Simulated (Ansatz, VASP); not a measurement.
**Two plane-wave programs on LiNi3Pd**

```xyz
5
Lattice="3.7481 0.0000 0.0000 0.0000 3.7481 0.0000 0.0000 0.0000 3.7481" Properties=species:S:1:pos:R:3 pbc="T T T"
Li    0.0000    0.0000    0.0000
Ni    0.0000    1.8741    1.8741
Ni    1.8741    0.0000    1.8741
Ni    1.8741    1.8741    0.0000
Pd    1.8741    1.8741    1.8741
```

Alike in both runs: task relaxation of cell and atoms; functional PBE; k mesh 4 × 4 × 4; occupations gaussian, width 0.1 eV; no spin polarisation.

|  | VASP | Ansatz |
| --- | --- | --- |
| version | VASP 6.6.1 | Ansatz 0.2.0 |
| potentials or method | VASP PAW PBE potentials, release 64 (Li_sv, Ni, Pd), cutoff 600 eV | scalar-relativistic, plane waves, PAW |
| valence electrons in the cell | 43 | 75 |

Ansatz gave:

- gap on the k mesh at the Fermi level, each at its own relaxed structure (eV): none
- relaxed volume (Å³/atom): 19.32
- relaxed length of the cell vector where the two differ most in proportion (Å): 4.588

Question: Which values does VASP return?

Answer: gap on the k mesh at the Fermi level, each at its own relaxed structure (eV): none; relaxed volume (Å³/atom): 19.19; relaxed length of the cell vector where the two differ most in proportion (Å): 4.578.

A gap of «none» marks a metal or a gap that the smearing closes. VASP's potentials hold 43 valence electrons a cell and Ansatz's 75, so a difference there can come from the potentials and not from the codes.

The k mesh is coarse, so the values compare programs but aren't converged. Noted on VASP's run: the cutoff is under 1.25 times that of the potentials, so the pressure is a little rough; the volume moved by over 15 % at a fixed basis, so the end points are rough.
